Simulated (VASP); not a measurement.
Write the native input for VASP 6.6.1 that does the following.

* Task: single point
* Functional: LDA
* Potentials or basis: VASP PAW LDA potentials, release 64 (Ir_sv_GW)
* Cutoff: 420 eV
* k mesh: 15 × 15 × 1
* Occupations: fermi-dirac, width 0.08 eV
* Spin: no spin polarisation
* Dipole correction: yes
* Further INCAR settings: ALGO = Normal; EDIFF = 1e-06; NBANDS = 50; NELMDL = -8

The structure of Ir lies in POSCAR:

```
Ir
1.0
    2.6954010160      0.0000000000      0.0000000000
   -1.3477005080      2.3342857532      0.0000000000
    0.0000000000      0.0000000000     21.6983000000
Ir
5
Direct
    0.8333333333      0.1666666667      0.2995629266
    0.1666666667      0.8333333333      0.3987913948
    0.5000000000      0.5000000000      0.4999999991
    0.8333333333      0.1666666667      0.6012086053
    0.1666666667      0.8333333333      0.7004370734
```

One way to write it, as run:

INCAR

```
  PREC = Accurate
  ENCUT = 420
  EDIFF = 1E-6
  ISMEAR = -1
  SIGMA = 0.08
  LREAL = False
  LASPH = True
  NELM = 120
  ALGO = Normal
  ISIF = 2
  LWAVE = False
  LCHARG = False
  LDIPOL = True
  IDIPOL = 3
  DIPOL = 0.5 0.5 0.500
  NBANDS = 50
  GGA_COMPAT = False
  NELMDL = -8
```

KPOINTS

```
regular mesh
0
Gamma
  15 15 1
```

Potentials or basis: VASP PAW LDA potentials, release 64 (Ir_sv_GW).

Launch:

```console
$ cat potpaw_LDA.64/Ir_sv_GW/POTCAR > POTCAR
$ mpirun -np 1 vasp_std > vasp.out
```

Results of the run:

```json
{
 "Largest force": "0.071 eV/Å",
 "Band gap on the k mesh": "zero (an odd number of electrons rules out a gap without spin polarisation)"
}
```

Caveat: spin-orbit coupling is left out, which moves the levels of the heavy elements.

Wall time 4.3 min on 1 thread of Intel(R) Xeon(R) Platinum 8488C (Sapphire Rapids), on a shared host, peak memory 0.23 GiB.
